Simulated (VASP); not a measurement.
# C (P6_3/mmc) in VASP: a series of runs, part 2 of 3

VASP 6.6.1. Earlier steps stand in the parts before.

### 3 Single point, PBE

The COD entry that gives the cell may itself be a prediction, so a difference from it is no test against experiment.

This run uses another cell than the first one, of 5.68 Å³/atom, 1.009 times its volume.

File INCAR:

```
ALGO = Normal ; EDIFF = 1E-7
ENCUT = 520 ; GGA = PE
ISIF = 2 ; ISMEAR = 0
LASPH = T ; LCHARG = T
LELF = T ; LREAL = F
LVHAR = T ; LWAVE = F
NBANDS = 36 ; NELM = 60
PREC = Accurate ; SIGMA = 0.05
```

File KPOINTS:

```
k-points
0
Gamma
  12 12 2
```

File POSCAR:

```
C
1.0
    2.5647000000      0.0000000000      0.0000000000
   -1.2823500000      2.2210953531      0.0000000000
    0.0000000000      0.0000000000     11.9630000000
C
12
Direct
    0.0000000000      0.0000000000      0.1868593266
    0.0000000000      0.0000000000      0.6868593266
    0.0000000000      0.0000000000      0.3131406734
    0.0000000000      0.0000000000      0.8131406734
    0.3333333333      0.6666666667      0.5207665411
    0.6666666667      0.3333333333      0.0207665411
    0.3333333333      0.6666666667      0.9792334589
    0.6666666667      0.3333333333      0.4792334589
    0.3333333333      0.6666666667      0.6450950823
    0.6666666667      0.3333333333      0.1450950823
    0.3333333333      0.6666666667      0.8549049177
    0.6666666667      0.3333333333      0.3549049177
```

Potentials or basis: VASP PAW PBE potentials, release 64 (C).

Command:

```sh
> cat potpaw_PBE.64/C/POTCAR > POTCAR
> mpirun -np 1 vasp_std > vasp.out
```

OUTCAR:

```text
EDIFF = 1E-7
   ENCUT = 520
   GGA = PE
   ISIF = 2
   ISMEAR = 0
   LASPH = T
   LREAL = F
   NELM = 60
   PREC = Accurate

 ion  position               nearest neighbor table
   1  0.000  0.000  0.187-   3 1.51  10 1.56  10 1.56  10 1.56
   2  0.000  0.000  0.687-   4 1.51   9 1.56   9 1.56   9 1.56
   3  0.000  0.000  0.313-   1 1.51  12 1.56  12 1.56  12 1.56
   4  0.000  0.000  0.813-   2 1.51  11 1.56  11 1.56  11 1.56
   5  0.333  0.667  0.521-   9 1.49   8 1.56   8 1.56   8 1.56
   6  0.667  0.333  0.021-  10 1.49   7 1.56   7 1.56   7 1.56
   7  0.333  0.667  0.979-  11 1.49   6 1.56   6 1.56   6 1.56
   8  0.667  0.333  0.479-  12 1.49   5 1.56   5 1.56   5 1.56
   9  0.333  0.667  0.645-   5 1.49   2 1.56   2 1.56   2 1.56
  10  0.667  0.333  0.145-   6 1.49   1 1.56   1 1.56   1 1.56
  11  0.333  0.667  0.855-   7 1.49   4 1.56   4 1.56   4 1.56
  12  0.667  0.333  0.355-   8 1.49   3 1.56   3 1.56   3 1.56

  LATTYP: Found a hexagonal cell.
 ALAT       =     2.5647000000
 C/A-ratio  =     4.6644831754

  Lattice vectors:

 A1 = (   2.5647000000,   0.0000000000,   0.0000000000)
 A2 = (  -1.2823500000,   2.2210953531,   0.0000000000)
 A3 = (   0.0000000000,   0.0000000000,  11.9630000000)

Analysis of symmetry for initial positions (statically):
=====================================================================
 Subroutine PRICEL returns:
 Original cell was already a primitive cell.

 Routine SETGRP: Setting up the symmetry group for a
 hexagonal supercell.

 Subroutine GETGRP returns: Found 24 space group operations
 (whereof 12 operations were pure point group operations)
 out of a pool of 24 trial point group operations.

The static configuration has the point symmetry D_3d.
 The point group associated with its full space group is D_6h.

Analysis of symmetry for dynamics (positions and initial velocities):
=====================================================================
 Subroutine PRICEL returns:
 Original cell was already a primitive cell.

 Routine SETGRP: Setting up the symmetry group for a
 hexagonal supercell.

 Subroutine GETGRP returns: Found 24 space group operations
 (whereof 12 operations were pure point group operations)
 out of a pool of 24 trial point group operations.

The dynamic configuration has the point symmetry D_3d.
 The point group associated with its full space group is D_6h.

 Subroutine INISYM returns: Found 24 space group operations
 (whereof 12 operations are pure point group operations),
 and found     1 'primitive' translations

----------------------------------------------------------------------------------------

                                     Primitive cell

  volume of cell :      68.1466

  direct lattice vectors                    reciprocal lattice vectors
     2.564700000  0.000000000  0.000000000     0.389909151  0.225114153  0.000000000
    -1.282350000  2.221095353  0.000000000     0.000000000  0.450228307  0.000000000
     0.000000000  0.000000000 11.963000000     0.000000000  0.000000000  0.083591072

  length of vectors
     2.564700000  2.564700000 11.963000000     0.450228307  0.450228307  0.083591072

  position of ions in fractional coordinates (direct lattice)
     0.000000000  0.000000000  0.186859327
[... 82 lines left out ...]
   total plane-waves  NPLWV =  36000
   dimension x,y,z NGX =    20 NGY =   20 NGZ =   90
   dimension x,y,z NGXF=    40 NGYF=   40 NGZF=  180
   ions per type =              12
   NGX,Y,Z   is equivalent  to a cutoff of  12.96, 12.96, 12.51 a.u.
   NGXF,Y,Z  is equivalent  to a cutoff of  25.93, 25.93, 25.01 a.u.
 SYSTEM =  unknown system
   PREC   = accura    normal or accurate (medium, high low for compatibility)
   ISTART =      0    job   : 0-new  1-cont  2-samecut
   ICHARG =      2    charge: 1-file 2-atom 10-const
   ISPIN  =      1    spin polarized calculation?
   LNONCOLLINEAR =      F non collinear calculations
   LSORBIT =      F    spin-orbit coupling
   LASPH  =      T    aspherical Exc in radial PAW
   ENCUT  =  520.0 eV  38.22 Ry    6.18 a.u.   4.77  4.77 22.24*2*pi/ulx,y,z
   NELM   =     60;   NELMIN=  2; NELMDL= -5     # of ELM steps
   EDIFF  = 0.1E-06   stopping-criterion for ELM
   LREAL  =      F    real-space projection
   EDIFFG = 0.1E-05   stopping-criterion for IOM
   NSW    =      0    number of steps for IOM
   IBRION =     -1    ionic relax: 0-MD 1-quasi-New 2-CG
   NFREE  =      0    steps in history (QN), initial steepest desc. (CG)
   ISIF   =      2    stress and relaxation
   ISYM   =      2    0-nonsym 1-usesym 2-fastsym
   POTIM  = 0.5000    time-step for ionic-motion
   TEBEG  =    0.0;   TEEND  =   0.0 temperature during run
   PSTRESS=    0.0 pullay stress
   NELECT =      48.0000    total number of electrons
   NUPDOWN=      -1.0000    fix difference up-down
   EMIN   =  10.00;   EMAX   =-10.00  energy-range for DOS
   EFERMI =   0.00;   METHOD = LEGACY
   ISMEAR =     0;   SIGMA  =   0.05  broadening in eV -4-tet -1-fermi 0-gaus
   EFERMI_NEDOS =   21; number of points for ismear=-14 and -15
   IALGO  =     38    algorithm
   IMIX   =      4    mixing-type and parameters
     AMIX     =   0.40;   BMIX     =  1.00
     AMIX_MAG =   1.60;   BMIX_MAG =  1.00
  volume/ion in A,a.u.               =       5.68        38.32
  Fermi-wavevector in a.u.,A,eV,Ry     =   1.456601  2.752577 28.867299  2.121687
  Thomas-Fermi vector in A             =   2.573500
   LORBIT       =      0    0 simple, 1 ext, 2 COOP (PROOUT), +10 PAW based schemes
   GGA     = PE    functional components
   LHFCALC =     F    Hartree Fock is set to
   AEXX    =    0.0000 exact exchange contribution
   IVDW    =     0    specifies the selected vdW correction
   LEPSILON=     F    determine dielectric tensor
   LRPA    =     F    only Hartree local field effects (RPA)
 non-spin polarized calculation
 Gauss-broadening in eV      SIGMA  =   0.05
  energy-cutoff  :      520.00
  volume of cell :       68.15
 maximum number of plane-waves:      1857
 NGX is ok and might be reduce to    20
   NGX =  9   NGY =  9   NGZ = 45

 number of electron      47.9999998 magnetization

 Free energy of the ion-electron system (eV)
  ---------------------------------------------------
  ext. energy  EPLUGINS =         0.00000000
  ---------------------------------------------------
  free energy    TOTEN  =      -108.50669873 eV

  energy without entropy =     -108.50669873  energy(sigma->0) =     -108.50669873

 E-fermi :  10.0512     XC(G=0): -13.2399

 val. band max:        9.8455357320   @ k =   0.0000   0.0000   0.0000
 cond. band min:      13.6966122055   @ k =   0.5000   0.0000   0.0000
 fundamental gap:      3.8510764734
 Fermi energy:        10.0511700261

 k-point     1 :       0.0000    0.0000    0.0000
  band No.  band energies     occupation
      1     -11.7705      2.00000
      2     -10.9776      2.00000
      3     -10.9192      2.00000
      4      -8.5516      2.00000
      5      -8.4935      2.00000
      6      -5.2439      2.00000
[... 925 lines left out ...]
     35      19.7218      0.00000
     36      19.7218      0.00000

 [... further k-points ...]

------------------------ aborting loop because EDIFF is reached ----------------------------------------

  FORCE on cell =-STRESS in cart. coord.  units (eV):
  Direction    XX          YY          ZZ          XY          YZ          ZX
  --------------------------------------------------------------------------------------
  -------------------------------------------------------------------------------------
  Total       -8.0209460     -8.0209460     21.2645462      0.0000000     -0.0000000      0.0000000
  in kB     -188.5785517   -188.5785517    499.9456832      0.0000000     -0.0000000      0.0000000
  external PRESSURE =      40.9295266 kB  Pullay stress =       0.0000000 kB

 VOLUME and BASIS-vectors are now :
 -----------------------------------------------------------------------------
  energy-cutoff  :      520.00
  volume of cell :       68.15
      direct lattice vectors                 reciprocal lattice vectors
     2.564700000  0.000000000  0.000000000     0.389909151  0.225114153  0.000000000
    -1.282350000  2.221095353  0.000000000     0.000000000  0.450228307  0.000000000
     0.000000000  0.000000000 11.963000000     0.000000000  0.000000000  0.083591072

 POSITION                                       TOTAL-FORCE (eV/Angst)
 -----------------------------------------------------------------------------------
      0.00000      0.00000      2.23540         0.000000     -0.000000     -0.358171
      0.00000      0.00000      8.21690        -0.000000     -0.000000     -0.358171
      0.00000      0.00000      3.74610         0.000000      0.000000      0.358171
      0.00000      0.00000      9.72760        -0.000000      0.000000      0.358171
     -0.00000      1.48073      6.22993         0.000000     -0.000000     -0.403882
      1.28235      0.74037      0.24843        -0.000000      0.000000     -0.403882
     -0.00000      1.48073     11.71457         0.000000      0.000000      0.403882
      1.28235      0.74037      5.73307        -0.000000      0.000000      0.403882
     -0.00000      1.48073      7.71727        -0.000000     -0.000000      0.243193
      1.28235      0.74037      1.73577         0.000000      0.000000      0.243193
     -0.00000      1.48073     10.22723         0.000000     -0.000000     -0.243193
      1.28235      0.74037      4.24573         0.000000      0.000000     -0.243193
 -----------------------------------------------------------------------------------
    total drift:                               -0.000000      0.000000      0.000000

  FREE ENERGIE OF THE ION-ELECTRON SYSTEM (eV)
  ---------------------------------------------------
  free  energy   TOTEN  =      -108.5066987303 eV

  energy  without entropy=     -108.5066987303  energy(sigma->0) =     -108.50669873
```

It took 46 s on 1 thread of Intel Xeon 6975P-C (Granite Rapids), shared host; peak memory 0.2 GiB.

What came out:

```
Free energy            : -108.5067 eV
Pressure               : 4.1 GPa
Largest force          : 0.404 eV/Å
Band gap on the k mesh : 3.85 eV, indirect (least direct gap 4.74 eV)
```

Forces on the atoms (eV/Å):
```
C    0.000  0.000 -0.358
C    0.000  0.000 -0.358
C    0.000  0.000  0.358
C    0.000  0.000  0.358
C    0.000  0.000 -0.404
C    0.000  0.000 -0.404
C    0.000  0.000  0.404
C    0.000  0.000  0.404
C    0.000  0.000  0.243
C    0.000  0.000  0.243
C    0.000  0.000 -0.243
C    0.000  0.000 -0.243
```

Stress tensor (GPa, compression positive):
```
-18.86   0.00   0.00
  0.00 -18.86   0.00
  0.00   0.00  49.99
```

Levels at points of the mesh, in eV from the valence-band top:
```csv
k point,band 21,band 22,band 23,band 24,band 25,band 26,band 27,band 28
"(0.00, 0.00, 0.00)",-1.23,-0.27,0.00,0.00,4.74,4.74,6.05,6.05
"(0.50, 0.00, 0.00)",-4.11,-4.05,-3.60,-2.67,3.85,4.54,4.66,6.28
"(0.00, 0.00, 0.50)",-0.42,-0.42,-0.42,-0.42,5.23,5.23,5.23,5.23
"(0.50, 0.00, 0.50)",-3.68,-3.68,-3.10,-3.10,4.04,4.04,5.53,5.53
```

### 4 Single point, PBE

This run uses another cell than the first one, of 5.71 Å³/atom, 1.014 times its volume.

File INCAR:

```
PREC = Accurate
ENCUT = 520
EDIFF = 1E-6
ISMEAR = 0
SIGMA = 0.05
LREAL = False
LASPH = True
NELM = 100
ALGO = Normal
ISIF = 2
LWAVE = False
LCHARG = True
GGA = PE
LELF = True
LVHAR = True
NBANDS = 36
```

File KPOINTS:

```
regular mesh
0
Gamma
  12 12 2
```

POSCAR: that of step 3 with these lines changed.

```diff
@@ -2,5 +2,5 @@
 1.0
-    2.5647000000      0.0000000000      0.0000000000
-   -1.2823500000      2.2210953531      0.0000000000
-    0.0000000000      0.0000000000     11.9630000000
+    2.4764000000      0.0000000000      0.0000000000
+   -1.2382000000      2.1446253099      0.0000000000
+    0.0000000000      0.0000000000     12.8952000000
 C
```

Command:

```sh
> cat potpaw_PBE.64/C/POTCAR > POTCAR
> mpirun -np 1 vasp_std > vasp.out
```

It took 37 s on 1 thread of Intel Xeon 6975P-C (Granite Rapids), shared host; peak memory 0.2 GiB.

Results (log left out):

```yaml
Free_energy: -108.5597 eV
Pressure: 1.6 GPa
Largest_force: 0.073 eV/Å
Band_gap_on_the_k_mesh: 4.13 eV, direct
```

Forces on the atoms (eV/Å):
```
C    0.000  0.000 -0.013
C    0.000  0.000 -0.013
C    0.000  0.000  0.013
C    0.000  0.000  0.013
C    0.000  0.000  0.022
C    0.000  0.000  0.022
C    0.000  0.000 -0.022
C    0.000  0.000 -0.022
C    0.000  0.000  0.073
C    0.000  0.000  0.073
C    0.000  0.000 -0.073
C    0.000  0.000 -0.073
```

Stress tensor (GPa, compression positive):
```
 22.13   0.00   0.00
  0.00  22.13   0.00
  0.00   0.00 -39.51
```

Levels at points of the mesh, in eV from the valence-band top:
```
           k point  band 21  band 22  band 23  band 24  band 25  band 26  band 27  band 28
(0.00, 0.00, 0.00)    -0.76    -0.26     0.00     0.00     4.13     5.94     5.94     6.85
(0.50, 0.00, 0.00)    -4.04    -4.01    -3.66    -3.12     4.81     5.29     5.78     5.83
(0.00, 0.00, 0.50)    -0.24    -0.24    -0.24    -0.24     5.36     5.36     6.25     6.25
(0.50, 0.00, 0.50)    -3.87    -3.87    -3.39    -3.39     5.01     5.01     5.45     5.45
```

A k mesh can miss the band edges.

(Continued in part 3 of 3.)
